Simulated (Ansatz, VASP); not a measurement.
**BeTe: VASP beside Ansatz**

INCAR

```
SYSTEM = BeTe
ALGO = Normal
EDIFF = 1E-6
ENCUT = 520
GGA = CA
ISIF = 2
ISMEAR = -1
LASPH = .True.
LCHARG = .True.
LELF = .True.
LREAL = .False.
LVHAR = .True.
LWAVE = .False.
NBANDS = 11
NELM = 80
PREC = Accurate
SIGMA = 0.05
```

File KPOINTS:

```
k-points
0
Gamma
  8 8 8
  0 0 0
```

The input POSCAR:

```
BeTe
1.0
    0.0000000000      2.7325629784      2.7325629784
    2.7325629784      0.0000000000      2.7325629784
    2.7325629784      2.7325629784      0.0000000000
Te Be
1 1
Direct
    0.7500000000      0.7500000000      0.7500000000
    0.0000000000      0.0000000000      0.0000000000
```

File input.yaml:

```yaml
crystal:
  lattice:
    - [0.0, 2.7325629784, 2.7325629784]
    - [2.7325629784, 0.0, 2.7325629784]
    - [2.7325629784, 2.7325629784, 0.0]
  atoms:
    - { symbol: Te, position: [0.75, 0.75, 0.75] }
    - { symbol: Be, position: [0.0, 0.0, 0.0] }
hamiltonian:
  xc: lda
  pseudopotentials: { kind: paw }
kpoints:
  mp_grid: { grid: [8, 8, 8] }
scf:
  occupations: { method: fermi_dirac, width: 0.05 }
output:
  forces: true
  stress: true
  eigenvalues: true
```

Alike in both runs: task single point; functional LDA; k mesh 8 × 8 × 8; occupations fermi-dirac, width 0.05 eV; no spin polarisation.

```csv
,VASP,Ansatz
version,VASP 6.6.1,Ansatz 0.2.0
potentials or method,"VASP PAW LDA potentials, release 64 (Te, Be)",Ansatz PAW
plane-wave cutoff (eV),520,420
valence electrons in the cell,8,18
```

|  | VASP | Ansatz | Ansatz less VASP |
| --- | --- | --- | --- |
| gap on the k mesh at the Fermi level (eV) | 1.65 | 1.67 | +0.022 |
| least direct gap on the mesh (eV) | 3.50 | 3.54 | +0.041 |
| pressure (GPa) | 3.8 | 3.4 | -0.34 |

LDA's correlation is that of Perdew and Zunger in VASP and of Perdew and Wang (1992) in Ansatz. VASP's potentials hold 8 valence electrons a cell and Ansatz's 18, so a difference there can come from the potentials and not from the codes.

Spin-orbit coupling is off throughout.
